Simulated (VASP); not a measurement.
# TaTl (Fm-3m) in VASP: a series of runs

TaTl is run at these levels: PBE; tasks: single point.

Program: VASP 6.6.1. These are calculated values, not measurements. Logs are shortened: lines on timing, memory, paths and dates and some standing lists are left out, and cuts for length are marked.

### 1 The cell of the first run

Symmetry: Fm-3m, No. 225, cubic system. The conventional cell has a = 5.707 Å, b = 5.707 Å, c = 5.707 Å, α = 90.00°, β = 90.00°, γ = 90.00°. Within 3.8 Å of Ta (site symmetry m-3m) lie 6 Tl at 2.85 Å. Tl (site symmetry m-3m) has 6 Ta at 2.85 Å within 3.8 Å.

### 2 Single point, PBE

The input, INCAR:

```
SYSTEM = TaTl
PREC = Accurate
ENCUT = 520
EDIFF = 1E-6
ISMEAR = 0
SIGMA = 0.1
LREAL = .False.
LASPH = .True.
NELM = 80
ALGO = Fast
ISIF = 2
LWAVE = .False.
LCHARG = .False.
GGA = PE
NBANDS = 19
```

The input, KPOINTS:

```
regular mesh
0
Gamma
  6 6 6
  0 0 0
```

The input, POSCAR:

```
TaTl
1.0
    0.0000000000      2.8536917149      2.8536917149
    2.8536917149      0.0000000000      2.8536917149
    2.8536917149      2.8536917149      0.0000000000
Ta Tl
1 1
Direct
    0.0000000000      0.0000000000      0.0000000000
    0.5000000000      0.5000000000      0.5000000000
```

Potentials or basis: VASP PAW PBE potentials, release 64 (Ta_pv, Tl_d).

On the command line:

```sh
cat potpaw_PBE.64/Ta_pv/POTCAR potpaw_PBE.64/Tl_d/POTCAR > POTCAR
mpirun -np 1 vasp_std > vasp.out
```

OUTCAR:

```text
SYSTEM = TaTl
   PREC = Accurate
   ENCUT = 520
   EDIFF = 1E-6
   ISMEAR = 0
   LREAL = .False.
   LASPH = .True.
   NELM = 80
   ISIF = 2
   GGA = PE

 ion  position               nearest neighbor table
   1  0.000  0.000  0.000-   2 2.85   2 2.85   2 2.85   2 2.85   2 2.85   2 2.85
   2  0.500  0.500  0.500-   1 2.85   1 2.85   1 2.85   1 2.85   1 2.85   1 2.85

  LATTYP: Found a face centered cubic cell.
 ALAT       =     5.7073834298

  Lattice vectors:

 A1 = (   0.0000000000,   2.8536917149,   2.8536917149)
 A2 = (   2.8536917149,   0.0000000000,   2.8536917149)
 A3 = (   2.8536917149,   2.8536917149,   0.0000000000)

Analysis of symmetry for initial positions (statically):
=====================================================================
 Subroutine PRICEL returns:
 Original cell was already a primitive cell.

 Routine SETGRP: Setting up the symmetry group for a
 face centered cubic supercell.

 Subroutine GETGRP returns: Found 48 space group operations
 (whereof 48 operations were pure point group operations)
 out of a pool of 48 trial point group operations.

The static configuration has the point symmetry O_h .

Analysis of symmetry for dynamics (positions and initial velocities):
=====================================================================
 Subroutine PRICEL returns:
 Original cell was already a primitive cell.

 Routine SETGRP: Setting up the symmetry group for a
 face centered cubic supercell.

 Subroutine GETGRP returns: Found 48 space group operations
 (whereof 48 operations were pure point group operations)
 out of a pool of 48 trial point group operations.

The dynamic configuration has the point symmetry O_h .

 Subroutine INISYM returns: Found 48 space group operations
 (whereof 48 operations are pure point group operations),
 and found     1 'primitive' translations

----------------------------------------------------------------------------------------

                                     Primitive cell

  volume of cell :      46.4784

  direct lattice vectors                    reciprocal lattice vectors
     0.000000000  2.853691715  2.853691715    -0.175211638  0.175211638  0.175211638
     2.853691715  0.000000000  2.853691715     0.175211638 -0.175211638  0.175211638
     2.853691715  2.853691715  0.000000000     0.175211638  0.175211638 -0.175211638

  length of vectors
     4.035729526  4.035729526  4.035729526     0.303475459  0.303475459  0.303475459

  position of ions in fractional coordinates (direct lattice)
     0.000000000  0.000000000  0.000000000
     0.500000000  0.500000000  0.500000000

  ion indices of the primitive-cell ions
   primitive index   ion index
                 1           1
                 2           2

----------------------------------------------------------------------------------------

 KPOINTS: regular mesh

Automatic generation of k-mesh.
 Grid dimensions read from file:
 generate k-points for:    6    6    6

 Generating k-lattice:

  Cartesian coordinates                     Fractional coordinates (reciprocal lattice)
    -0.029201940  0.029201940  0.029201940     0.166666667  0.000000000  0.000000000
     0.029201940 -0.029201940  0.029201940     0.000000000  0.166666667  0.000000000
     0.029201940  0.029201940 -0.029201940     0.000000000  0.000000000  0.166666667

  Length of vectors
     0.050579243  0.050579243  0.050579243

  Shift w.r.t. Gamma in fractional coordinates (k-lattice)
     0.000000000  0.000000000  0.000000000

 Subroutine IBZKPT returns following result:
 ===========================================

 Found     16 irreducible k-points:

 Following reciprocal coordinates:
            Coordinates               Weight
  0.000000  0.000000  0.000000      1.000000
  0.166667  0.000000  0.000000      8.000000
  0.333333  0.000000  0.000000      8.000000
  0.500000  0.000000  0.000000      4.000000
  0.166667  0.166667  0.000000      6.000000
  0.333333  0.166667  0.000000     24.000000
[... 8 lines left out ...]
 -0.333333  0.333333  0.166667     24.000000
 -0.333333  0.500000  0.166667     12.000000
   k-points           NKPTS =     16   k-points in BZ     NKDIM =     16   number of bands    NBANDS=     19
   number of dos      NEDOS =    301   number of ions     NIONS =      2
   total plane-waves  NPLWV =  27000
   dimension x,y,z NGX =    30 NGY =   30 NGZ =   30
   dimension x,y,z NGXF=    60 NGYF=   60 NGZF=   60
   ions per type =               1   1
   NGX,Y,Z   is equivalent  to a cutoff of  12.36, 12.36, 12.36 a.u.
   NGXF,Y,Z  is equivalent  to a cutoff of  24.72, 24.72, 24.72 a.u.
 SYSTEM =  TaTl
   PREC   = accura    normal or accurate (medium, high low for compatibility)
   ISTART =      0    job   : 0-new  1-cont  2-samecut
   ICHARG =      2    charge: 1-file 2-atom 10-const
   ISPIN  =      1    spin polarized calculation?
   LNONCOLLINEAR =      F non collinear calculations
   LSORBIT =      F    spin-orbit coupling
   LASPH  =      T    aspherical Exc in radial PAW
   ENCUT  =  520.0 eV  38.22 Ry    6.18 a.u.   7.50  7.50  7.50*2*pi/ulx,y,z
   NELM   =     80;   NELMIN=  2; NELMDL= -5     # of ELM steps
   EDIFF  = 0.1E-05   stopping-criterion for ELM
   LREAL  =      F    real-space projection
   EDIFFG = 0.1E-04   stopping-criterion for IOM
   NSW    =      0    number of steps for IOM
   IBRION =     -1    ionic relax: 0-MD 1-quasi-New 2-CG
   NFREE  =      0    steps in history (QN), initial steepest desc. (CG)
   ISIF   =      2    stress and relaxation
   ISYM   =      2    0-nonsym 1-usesym 2-fastsym
   POTIM  = 0.5000    time-step for ionic-motion
   TEBEG  =    0.0;   TEEND  =   0.0 temperature during run
   PSTRESS=    0.0 pullay stress
   NELECT =      24.0000    total number of electrons
   NUPDOWN=      -1.0000    fix difference up-down
   EMIN   =  10.00;   EMAX   =-10.00  energy-range for DOS
   EFERMI =   0.00;   METHOD = LEGACY
   ISMEAR =     0;   SIGMA  =   0.10  broadening in eV -4-tet -1-fermi 0-gaus
   EFERMI_NEDOS =   21; number of points for ismear=-14 and -15
   IALGO  =     68    algorithm
   IMIX   =      4    mixing-type and parameters
     AMIX     =   0.40;   BMIX     =  1.00
     AMIX_MAG =   1.60;   BMIX_MAG =  1.00
  volume/ion in A,a.u.               =      23.24       156.83
  Fermi-wavevector in a.u.,A,eV,Ry     =   1.313393  2.481954 23.470083  1.725002
  Thomas-Fermi vector in A             =   2.443719
   LORBIT       =      0    0 simple, 1 ext, 2 COOP (PROOUT), +10 PAW based schemes
   GGA     = PE    functional components
   LHFCALC =     F    Hartree Fock is set to
   AEXX    =    0.0000 exact exchange contribution
   IVDW    =     0    specifies the selected vdW correction
   LEPSILON=     F    determine dielectric tensor
   LRPA    =     F    only Hartree local field effects (RPA)
 non-spin polarized calculation
 RMM-DIIS sequential band-by-band and
 Gauss-broadening in eV      SIGMA  =   0.10
  energy-cutoff  :      520.00
  volume of cell :       46.48
 maximum number of plane-waves:      1272
   NGX = 15   NGY = 15   NGZ = 15

 number of electron      24.0000000 magnetization

 Free energy of the ion-electron system (eV)
  ---------------------------------------------------
  ext. energy  EPLUGINS =         0.00000000
  ---------------------------------------------------
  free energy    TOTEN  =       -11.63277245 eV

  energy without entropy =      -11.62892792  energy(sigma->0) =      -11.63085019

 E-fermi :   6.5469     XC(G=0): -11.2546

 val. band max:        6.5336982415   @ k =   0.0000   0.0000   0.0000
 cond. band min:       6.5729798244   @ k =   0.3333   0.3333   0.0000
 fundamental gap:      0.0392815828
 Fermi energy:         6.5469422119

 k-point     1 :       0.0000    0.0000    0.0000
  band No.  band energies     occupation
      1     -28.8610      2.00000
      2     -28.8610      2.00000
      3     -28.8610      2.00000
      4      -5.3231      2.00000
      5      -5.3231      2.00000
      6      -5.0689      2.00000
[... 11 lines left out ...]
     18      13.5820      0.00000
     19      14.2889      0.00000

 k-point     2 :       0.1667    0.0000    0.0000
  band No.  band energies     occupation
      1     -28.8719      2.00000
      2     -28.8637      2.00000
      3     -28.8637      2.00000
      4      -5.2638      2.00000
      5      -5.2638      2.00000
      6      -5.0550      2.00000
[... 11 lines left out ...]
     18      14.1559      0.00000
     19      15.8223      0.00000

 k-point     3 :       0.3333    0.0000    0.0000
  band No.  band energies     occupation
      1     -28.8935      2.00000
      2     -28.8690      2.00000
      3     -28.8690      2.00000
      4      -5.1495      2.00000
      5      -5.1495      2.00000
      6      -5.0294      2.00000
[... 11 lines left out ...]
     18      14.4236      0.00000
     19      16.2216      0.00000

 k-point     4 :       0.5000    0.0000    0.0000
  band No.  band energies     occupation
      1     -28.9043      2.00000
      2     -28.8716      2.00000
      3     -28.8716      2.00000
      4      -5.0962      2.00000
      5      -5.0962      2.00000
      6      -5.0162      2.00000
[... 11 lines left out ...]
     18      14.6954      0.00000
     19      16.2100      0.00000

 k-point     5 :       0.1667    0.1667    0.0000
  band No.  band energies     occupation
      1     -28.8737      2.00000
      2     -28.8648      2.00000
      3     -28.8648      2.00000
      4      -5.2938      2.00000
      5      -5.2368      2.00000
      6      -5.1053      2.00000
[... 11 lines left out ...]
     18      14.5601      0.00000
     19      15.0343      0.00000
[... 158 lines left out ...]
      2     -28.8759      2.00000
      3     -28.8759      2.00000
      4      -5.3598      2.00000
      5      -5.2151      2.00000
      6      -5.2053      2.00000
[... 11 lines left out ...]
     18      12.0238      0.00000
     19      17.1546      0.00000

 k-point    14 :       0.5000    0.3333    0.1667
  band No.  band energies     occupation
      1     -28.8931      2.00000
      2     -28.8772      2.00000
      3     -28.8737      2.00000
      4      -5.2473      2.00000
      5      -5.1253      2.00000
      6      -5.0740      2.00000
[... 11 lines left out ...]
     18      14.7551      0.00000
     19      16.6882      0.00000

 k-point    15 :      -0.3333    0.3333    0.1667
  band No.  band energies     occupation
      1     -28.8932      2.00000
      2     -28.8828      2.00000
      3     -28.8763      2.00000
      4      -5.2608      2.00000
      5      -5.0930      2.00000
      6      -4.9860      2.00000
[... 11 lines left out ...]
     18      15.0147      0.00000
     19      17.0539      0.00000

 k-point    16 :      -0.3333    0.5000    0.1667
  band No.  band energies     occupation
      1     -28.8917      2.00000
      2     -28.8812      2.00000
      3     -28.8796      2.00000
      4      -5.3222      2.00000
      5      -5.1272      2.00000
      6      -5.0988      2.00000
[... 11 lines left out ...]
     18      14.3609      0.00000
     19      17.3668      0.00000

------------------------ aborting loop because EDIFF is reached ----------------------------------------

  FORCE on cell =-STRESS in cart. coord.  units (eV):
  Direction    XX          YY          ZZ          XY          YZ          ZX
  --------------------------------------------------------------------------------------
  -------------------------------------------------------------------------------------
  Total       -0.3965614     -0.3965614     -0.3965614     -0.0000000      0.0000000      0.0000000
  in kB      -13.6700424    -13.6700424    -13.6700424     -0.0000000      0.0000000      0.0000000
  external PRESSURE =     -13.6700424 kB  Pullay stress =       0.0000000 kB

 VOLUME and BASIS-vectors are now :
 -----------------------------------------------------------------------------
  energy-cutoff  :      520.00
  volume of cell :       46.48
      direct lattice vectors                 reciprocal lattice vectors
     0.000000000  2.853691715  2.853691715    -0.175211638  0.175211638  0.175211638
     2.853691715  0.000000000  2.853691715     0.175211638 -0.175211638  0.175211638
     2.853691715  2.853691715  0.000000000     0.175211638  0.175211638 -0.175211638

 POSITION                                       TOTAL-FORCE (eV/Angst)
 -----------------------------------------------------------------------------------
      0.00000      0.00000      0.00000        -0.000000      0.000000     -0.000000
      2.85369      2.85369      2.85369         0.000000     -0.000000      0.000000
 -----------------------------------------------------------------------------------
    total drift:                                0.000000      0.000000      0.000000

  FREE ENERGIE OF THE ION-ELECTRON SYSTEM (eV)
  ---------------------------------------------------
  free  energy   TOTEN  =       -11.6327724458 eV

  energy  without entropy=      -11.6289279250  energy(sigma->0) =      -11.63085019
```

Wall time 26 s (1 thread of Intel Xeon Platinum 8375C at 2.90GHz (Ice Lake), shared host); peak memory 0.17 GiB.

Results:

```yaml
Free_energy: -11.6328 eV
Pressure: -1.4 GPa
Band_gap_on_the_k_mesh: zero (band 12 reaches 7.69 eV, above the bottom of band 13 at 6.35 eV)
```

Levels at points of the mesh, in eV from the Fermi level:
```csv
k point,band 10,band 11,band 12,band 13,band 14,band 15
"(0.00, 0.00, 0.00)",-0.01,-0.01,-0.01,1.05,1.05,4.72
"(0.50, 0.00, 0.00)",-5.04,-1.85,-1.85,0.86,0.86,1.16
"(0.50, 0.50, 0.00)",-2.63,-1.09,1.14,1.14,1.41,1.41
```

Caveat: spin-orbit coupling is left out, which moves the levels of the heavy elements.

(Continued in part 2 of 2.)
